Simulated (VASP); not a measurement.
# CuO (P4_2/mmc) in VASP: notebook

Runs on CuO. Level: PBE+U. Tasks: single point.

Everything below comes from runs of VASP 6.6.1. Logs are shortened: lines on timing, memory, paths and dates and some standing lists are left out, and cuts for length are marked.

**1. The cell of the first run**

It takes space group P4_2/mmc (No. 131, tetragonal). Conventional cell: a = 3.422 Å, b = 3.422 Å, c = 4.260 Å, α = 90.00°, β = 90.00°, γ = 90.00°. Cu (site symmetry mmm) has 4 O at 2.02 Å within 2.7 Å. Within 2.7 Å of O (site symmetry -4m2) lie 4 Cu at 2.02 Å and 2 O at 2.13 Å.

**2. Single point, PBE+U**

INCAR

```
SYSTEM = CuO
PREC     = Accurate       ! precision mode
ENCUT    = 520            ! plane-wave cutoff, eV
EDIFF    = 1E-6           ! SCF threshold, eV
ISMEAR   = -1             ! smearing method
SIGMA    = 0.05           ! smearing width, eV
LREAL    = .False.        ! projectors in reciprocal space
LASPH    = .True.         ! aspherical terms in the spheres
NELM     = 150            ! most SCF steps
ALGO     = Normal         ! electronic algorithm
ISIF     = 2              ! what is computed and relaxed
LWAVE    = .False.        ! write WAVECAR
LCHARG   = .False.        ! write CHGCAR
LMAXMIX  = 4              ! l up to which the mixer works
LDAU     = .True.         ! DFT+U
LDAUTYPE = 2            
LDAUL    = 2 -1           ! shell
LDAUU    = 3 0            ! U, eV
LDAUJ    = 0 0          
LDAUPRINT= 1            
GGA      = PE             ! functional
NBANDS   = 25             ! bands
```

KPOINTS

```
regular mesh
0
Gamma
  8 8 6
  0 0 0
```

POSCAR

```
CuO
1.0
    3.4220509700      0.0000000000      0.0000000000
    0.0000000000      3.4220509700      0.0000000000
    0.0000000000      0.0000000000      4.2604614800
Cu O
2 2
Direct
    0.0000000000      0.5000000000      0.0000000000
    0.5000000000      0.0000000000      0.5000000000
    0.0000000000      0.0000000000      0.2500000000
    0.0000000000      0.0000000000      0.7500000000
```

Potentials or basis: VASP PAW PBE potentials, release 64 (Cu, O).

Run with:

```bash
> cat potpaw_PBE.64/Cu/POTCAR potpaw_PBE.64/O/POTCAR > POTCAR
> mpirun -np 1 vasp_std > vasp.out
```

OUTCAR:

```text
SYSTEM = CuO
   PREC = Accurate
   ENCUT = 520
   EDIFF = 1E-6
   ISMEAR = -1
   LREAL = .False.
   LASPH = .True.
   NELM = 150
   ISIF = 2
   GGA = PE

 ion  position               nearest neighbor table
   1  0.000  0.500  0.000-   3 2.02   4 2.02   3 2.02   4 2.02
   2  0.500  0.000  0.500-   3 2.02   4 2.02   3 2.02   4 2.02
   3  0.000  0.000  0.250-   1 2.02   2 2.02   1 2.02   2 2.02
   4  0.000  0.000  0.750-   1 2.02   2 2.02   1 2.02   2 2.02

  LATTYP: Found a simple tetragonal cell.
 ALAT       =     3.4220509700
 C/A-ratio  =     1.2450023443

  Lattice vectors:

 A1 = (   3.4220509700,   0.0000000000,   0.0000000000)
 A2 = (   0.0000000000,   3.4220509700,   0.0000000000)
 A3 = (   0.0000000000,   0.0000000000,   4.2604614800)

Analysis of symmetry for initial positions (statically):
=====================================================================
 Subroutine PRICEL returns:
 Original cell was already a primitive cell.

 Routine SETGRP: Setting up the symmetry group for a
 simple tetragonal supercell.

 Subroutine GETGRP returns: Found 16 space group operations
 (whereof  8 operations were pure point group operations)
 out of a pool of 16 trial point group operations.

The static configuration has the point symmetry D_2h.
 The point group associated with its full space group is D_4h.

Analysis of symmetry for dynamics (positions and initial velocities):
=====================================================================
 Subroutine PRICEL returns:
 Original cell was already a primitive cell.

 Routine SETGRP: Setting up the symmetry group for a
 simple tetragonal supercell.

 Subroutine GETGRP returns: Found 16 space group operations
 (whereof  8 operations were pure point group operations)
 out of a pool of 16 trial point group operations.

The dynamic configuration has the point symmetry D_2h.
 The point group associated with its full space group is D_4h.

 Subroutine INISYM returns: Found 16 space group operations
 (whereof  8 operations are pure point group operations),
 and found     1 'primitive' translations

----------------------------------------------------------------------------------------

                                     Primitive cell

  volume of cell :      49.8918

  direct lattice vectors                    reciprocal lattice vectors
     3.422050970  0.000000000  0.000000000     0.292222415  0.000000000  0.000000000
     0.000000000  3.422050970  0.000000000     0.000000000  0.292222415  0.000000000
     0.000000000  0.000000000  4.260461480     0.000000000  0.000000000  0.234716358

  length of vectors
     3.422050970  3.422050970  4.260461480     0.292222415  0.292222415  0.234716358

  position of ions in fractional coordinates (direct lattice)
     0.000000000  0.500000000  0.000000000
     0.500000000  0.000000000  0.500000000
     0.000000000  0.000000000  0.250000000
     0.000000000  0.000000000  0.750000000

  ion indices of the primitive-cell ions
   primitive index   ion index
                 1           1
                 2           2
                 3           3
                 4           4

----------------------------------------------------------------------------------------

 KPOINTS: regular mesh

Automatic generation of k-mesh.
 Grid dimensions read from file:
[... 93 lines left out ...]
   J (eV)           for each species LDAUJ =   0.0  0.0
   GGA     = PE    functional components
   LHFCALC =     F    Hartree Fock is set to
   AEXX    =    0.0000 exact exchange contribution
   IVDW    =     0    specifies the selected vdW correction
   LEPSILON=     F    determine dielectric tensor
   LRPA    =     F    only Hartree local field effects (RPA)
 non-spin polarized calculation
  energy-cutoff  :      520.00
  volume of cell :       49.89
 maximum number of plane-waves:      1360
 NGX is ok and might be reduce to    28
   NGX = 13   NGY = 13   NGZ = 15

atom =   1  type =  1  l = 2

 onsite density matrix

spin component  1

  0.9607  0.0000  0.0000  0.0000  0.0000
  0.0000  0.8352  0.0000 -0.0000  0.0000
  0.0000  0.0000  0.9624  0.0000  0.0029
  0.0000 -0.0000  0.0000  0.9577  0.0000
  0.0000  0.0000  0.0029  0.0000  0.9197

spin component  2

  0.9607  0.0000  0.0000  0.0000  0.0000
  0.0000  0.8352  0.0000 -0.0000  0.0000
  0.0000  0.0000  0.9624  0.0000  0.0029
  0.0000 -0.0000  0.0000  0.9577  0.0000
  0.0000  0.0000  0.0029  0.0000  0.9197

 occupancies and eigenvectors

  o =  0.8352  v =  0.0000 -1.0000  0.0000  0.0000  0.0000  0.0000  0.0000  0.0000  0.0000  0.0000      0.0000  0.0000  0.0000  0.0000  0.0000  0.0000  0.0000  0.0000  0.0000  0.0000
  o =  0.8352  v =  0.0000  0.0000  0.0000  0.0000  0.0000  0.0000 -1.0000  0.0000  0.0000  0.0000      0.0000  0.0000  0.0000  0.0000  0.0000  0.0000  0.0000  0.0000  0.0000  0.0000
  o =  0.9195  v =  0.0000  0.0000 -0.0676  0.0000  0.9977  0.0000  0.0000  0.0000  0.0000  0.0000      0.0000  0.0000  0.0000  0.0000  0.0000  0.0000  0.0000  0.0000  0.0000  0.0000
  o =  0.9195  v =  0.0000  0.0000  0.0000  0.0000  0.0000  0.0000  0.0000 -0.0676  0.0000  0.9977      0.0000  0.0000  0.0000  0.0000  0.0000  0.0000  0.0000  0.0000  0.0000  0.0000
  o =  0.9577  v =  0.0000  0.0000  0.0000  1.0000  0.0000  0.0000  0.0000  0.0000  0.0000  0.0000      0.0000  0.0000  0.0000  0.0000  0.0000  0.0000  0.0000  0.0000  0.0000  0.0000
  o =  0.9577  v =  0.0000  0.0000  0.0000  0.0000  0.0000  0.0000  0.0000  0.0000  1.0000  0.0000      0.0000  0.0000  0.0000  0.0000  0.0000  0.0000  0.0000  0.0000  0.0000  0.0000
  o =  0.9607  v =  1.0000  0.0000  0.0000  0.0000  0.0000  0.0000  0.0000  0.0000  0.0000  0.0000      0.0000  0.0000  0.0000  0.0000  0.0000  0.0000  0.0000  0.0000  0.0000  0.0000
  o =  0.9607  v =  0.0000  0.0000  0.0000  0.0000  0.0000  1.0000  0.0000  0.0000  0.0000  0.0000      0.0000  0.0000  0.0000  0.0000  0.0000  0.0000  0.0000  0.0000  0.0000  0.0000
  o =  0.9626  v =  0.0000 -0.0000 -0.9977  0.0000 -0.0676  0.0000  0.0000  0.0000  0.0000  0.0000      0.0000  0.0000  0.0000  0.0000  0.0000  0.0000  0.0000  0.0000  0.0000  0.0000
  o =  0.9626  v =  0.0000  0.0000  0.0000  0.0000  0.0000  0.0000 -0.0000 -0.9977  0.0000 -0.0676      0.0000  0.0000  0.0000  0.0000  0.0000  0.0000  0.0000  0.0000  0.0000  0.0000

atom =   2  type =  1  l = 2

 onsite density matrix

spin component  1

  0.9607  0.0000 -0.0000  0.0000  0.0000
  0.0000  0.9577  0.0000  0.0000  0.0000
 -0.0000  0.0000  0.9624  0.0000 -0.0029
  0.0000  0.0000  0.0000  0.8352  0.0000
  0.0000  0.0000 -0.0029  0.0000  0.9197

spin component  2

  0.9607  0.0000 -0.0000  0.0000  0.0000
  0.0000  0.9577  0.0000  0.0000  0.0000
 -0.0000  0.0000  0.9624  0.0000 -0.0029
  0.0000  0.0000  0.0000  0.8352  0.0000
  0.0000  0.0000 -0.0029  0.0000  0.9197

 occupancies and eigenvectors

  o =  0.8352  v =  0.0000 -0.0000  0.0000  1.0000  0.0000  0.0000  0.0000  0.0000  0.0000  0.0000      0.0000  0.0000  0.0000  0.0000  0.0000  0.0000  0.0000  0.0000  0.0000  0.0000
  o =  0.8352  v =  0.0000  0.0000  0.0000  0.0000  0.0000  0.0000 -0.0000  0.0000  1.0000  0.0000      0.0000  0.0000  0.0000  0.0000  0.0000  0.0000  0.0000  0.0000  0.0000  0.0000
  o =  0.9195  v =  0.0000  0.0000  0.0676  0.0000  0.9977  0.0000  0.0000  0.0000  0.0000  0.0000      0.0000  0.0000  0.0000  0.0000  0.0000  0.0000  0.0000  0.0000  0.0000  0.0000
  o =  0.9195  v =  0.0000  0.0000  0.0000  0.0000  0.0000  0.0000  0.0000  0.0676  0.0000  0.9977      0.0000  0.0000  0.0000  0.0000  0.0000  0.0000  0.0000  0.0000  0.0000  0.0000
  o =  0.9577  v =  0.0000 -1.0000  0.0000 -0.0000  0.0000  0.0000  0.0000  0.0000  0.0000  0.0000      0.0000  0.0000  0.0000  0.0000  0.0000  0.0000  0.0000  0.0000  0.0000  0.0000
  o =  0.9577  v =  0.0000  0.0000  0.0000  0.0000  0.0000  0.0000 -1.0000  0.0000 -0.0000  0.0000      0.0000  0.0000  0.0000  0.0000  0.0000  0.0000  0.0000  0.0000  0.0000  0.0000
  o =  0.9607  v =  1.0000  0.0000  0.0000  0.0000  0.0000  0.0000  0.0000  0.0000  0.0000  0.0000      0.0000  0.0000  0.0000  0.0000  0.0000  0.0000  0.0000  0.0000  0.0000  0.0000
  o =  0.9607  v =  0.0000  0.0000  0.0000  0.0000  0.0000  1.0000  0.0000  0.0000  0.0000  0.0000      0.0000  0.0000  0.0000  0.0000  0.0000  0.0000  0.0000  0.0000  0.0000  0.0000
  o =  0.9626  v =  0.0000  0.0000  0.0000  0.0000  0.0000  0.0000 -0.0000 -0.9977  0.0000  0.0676      0.0000  0.0000  0.0000  0.0000  0.0000  0.0000  0.0000  0.0000  0.0000  0.0000
  o =  0.9626  v =  0.0000 -0.0000 -0.9977  0.0000  0.0676  0.0000  0.0000  0.0000  0.0000  0.0000      0.0000  0.0000  0.0000  0.0000  0.0000  0.0000  0.0000  0.0000  0.0000  0.0000

 number of electron      34.0000008 magnetization

 Free energy of the ion-electron system (eV)
  ---------------------------------------------------
  ext. energy  EPLUGINS =         0.00000000
  ---------------------------------------------------
  free energy    TOTEN  =       -16.20874590 eV

  energy without entropy =      -16.18833679  energy(sigma->0) =      -16.19854135

 E-fermi :   3.7589     XC(G=0): -10.5749

 val. band max:        3.7322123541   @ k =   0.2500   0.1250   0.3333
 cond. band min:       3.7608635182   @ k =   0.3750   0.1250   0.5000
 fundamental gap:      0.0286511641
 Fermi energy:         3.7589136276

 k-point     1 :       0.0000    0.0000    0.0000
  band No.  band energies     occupation
      1     -16.1505      2.00000
      2     -13.3611      2.00000
      3      -4.0814      2.00000
      4      -1.5333      2.00000
      5      -1.5333      2.00000
      6      -0.7407      2.00000
[... 661 lines left out ...]
     24      15.2245      0.00000
     25      18.0974      0.00000

 [... further k-points ...]

------------------------ aborting loop because EDIFF is reached ----------------------------------------

  FORCE on cell =-STRESS in cart. coord.  units (eV):
  Direction    XX          YY          ZZ          XY          YZ          ZX
  --------------------------------------------------------------------------------------
  -------------------------------------------------------------------------------------
  Total       -4.3638931     -4.3638931      5.9693548      0.0000000      0.0000000      0.0000000
  in kB     -140.1377340   -140.1377340    191.6939406      0.0000000      0.0000000      0.0000000
  external PRESSURE =     -29.5271758 kB  Pullay stress =       0.0000000 kB

 VOLUME and BASIS-vectors are now :
 -----------------------------------------------------------------------------
  energy-cutoff  :      520.00
  volume of cell :       49.89
      direct lattice vectors                 reciprocal lattice vectors
     3.422050970  0.000000000  0.000000000     0.292222415  0.000000000  0.000000000
     0.000000000  3.422050970  0.000000000     0.000000000  0.292222415  0.000000000
     0.000000000  0.000000000  4.260461480     0.000000000  0.000000000  0.234716358

 POSITION                                       TOTAL-FORCE (eV/Angst)
 -----------------------------------------------------------------------------------
      0.00000      1.71103      0.00000         0.000000      0.000000      0.000000
      1.71103      0.00000      2.13023         0.000000      0.000000      0.000000
      0.00000      0.00000      1.06512         0.000000     -0.000000     -0.000000
      0.00000      0.00000      3.19535         0.000000      0.000000     -0.000000
 -----------------------------------------------------------------------------------
    total drift:                                0.000000      0.000000      0.000000

  FREE ENERGIE OF THE ION-ELECTRON SYSTEM (eV)
  ---------------------------------------------------
  free  energy   TOTEN  =       -16.2087459040 eV

  energy  without entropy=      -16.1883367920  energy(sigma->0) =      -16.19854135
```

Run time: 1.7 min. Hardware: 1 thread of AMD EPYC 7R13, shared host; peak memory 0.17 GiB.

What came out:

```
Free energy            : -16.2087 eV
Pressure               : -3.0 GPa
Band gap on the k mesh : zero (bands 17 and 18 overlap by 1.82 eV)
```

Stress tensor (GPa, compression positive):
```
-14.01   0.00   0.00
  0.00 -14.01   0.00
  0.00   0.00  19.17
```

Levels at points of the mesh, in eV from the Fermi level:
```csv
k point,band 13,band 14,band 15,band 16,band 17,band 18,band 19,band 20,band 21,band 22
"(0.00, 0.00, 0.00)",-2.77,-2.76,-1.57,0.54,0.59,0.65,0.65,6.44,7.52,9.73
"(0.50, 0.00, 0.00)",-2.61,-2.10,-2.09,-2.05,0.56,1.07,3.97,4.37,6.78,10.10
"(0.50, 0.50, 0.00)",-2.77,-2.63,-1.96,-1.83,-1.83,1.14,1.42,8.16,8.16,9.20
"(0.00, 0.00, 0.50)",-2.28,-2.28,-1.83,-1.83,-0.05,-0.05,2.38,2.38,10.10,10.10
"(0.50, 0.00, 0.50)",-2.79,-2.70,-2.18,-2.15,-0.79,0.38,4.18,5.31,6.21,6.41
"(0.50, 0.50, 0.50)",-2.10,-2.10,-1.94,-1.94,-1.18,-1.18,3.80,3.80,8.61,8.61
```

Eigenvalues of the final occupation matrices:
| site | spin | trace | eigenvalues |
| --- | --- | --- | --- |
| site 1 d | 1 | 4.64 | 0.84 0.92 0.96 0.96 0.96 |
| site 1 d | 2 | 4.64 | 0.84 0.92 0.96 0.96 0.96 |
| site 2 d | 1 | 4.64 | 0.84 0.92 0.96 0.96 0.96 |
| site 2 d | 2 | 4.64 | 0.84 0.92 0.96 0.96 0.96 |

Caveat: the stress differs along the axes, from -14 to 19 GPa; U without spin polarisation on a metal has little footing.

[end of part 1 of 2]

The gap in the log of VASP goes by the Fermi energy; the results here count the filled bands.